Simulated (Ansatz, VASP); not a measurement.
# One calculation of Ca4PbN4, two programs

```
Ca Pb N
1.0
     6.19550    0.00000    0.00000
     2.25739    5.79848    0.00000
     0.81366    2.83631    8.85864
Ca Pb N
8 2 8
Direct
  0.27139 0.17485 0.20289
  0.72861 0.82515 0.79711
  0.25129 0.75274 0.99742
  0.74871 0.24726 0.00258
  0.26077 0.94394 0.57733
  0.73923 0.05606 0.42267
  0.74589 0.47098 0.58855
  0.25411 0.52902 0.41145
  0.27657 0.39139 0.76905
  0.72343 0.60861 0.23095
  0.00098 0.70276 0.60580
  0.99902 0.29724 0.39420
  0.15007 0.17400 0.96374
  0.84993 0.82600 0.03626
  0.49859 0.59632 0.80192
  0.50141 0.40368 0.19808
  0.49610 0.80309 0.38837
  0.50390 0.19691 0.61163
```

Alike in both runs: task electric field gradients; functional PBE; k mesh 5 × 5 × 3; occupations fermi-dirac, width 0.02 eV; no spin polarisation.

```csv
,VASP,Ansatz
version,VASP 6.6.1,Ansatz 0.2.0
potentials or method,"VASP PAW PBE potentials, release 64 (Ca_sv, Pb_d, N)","plane-wave PAW, scalar-relativistic"
plane-wave cutoff (eV),520,420
valence electrons in the cell,148,148
```

VASP gave:

| Quantity | Value |
| --- | --- |
| gap on the k mesh at the Fermi level (eV) | 0.84 |
| pressure (GPa) | 0.0 |
| rms of the force components (eV/Å) | 0.005 |
| size of Vzz on the site where it differs most (V/Å²) | 170.1 |

Which values does Ansatz return?

gap on the k mesh at the Fermi level (eV): 0.84; pressure (GPa): -0.3; rms of the force components (eV/Å): 0.010; size of Vzz on the site where it differs most (V/Å²): 174.2.

Atom by atom the forces differ by 0.009 eV/Å (rms over components).

Neither program's run includes spin-orbit coupling.
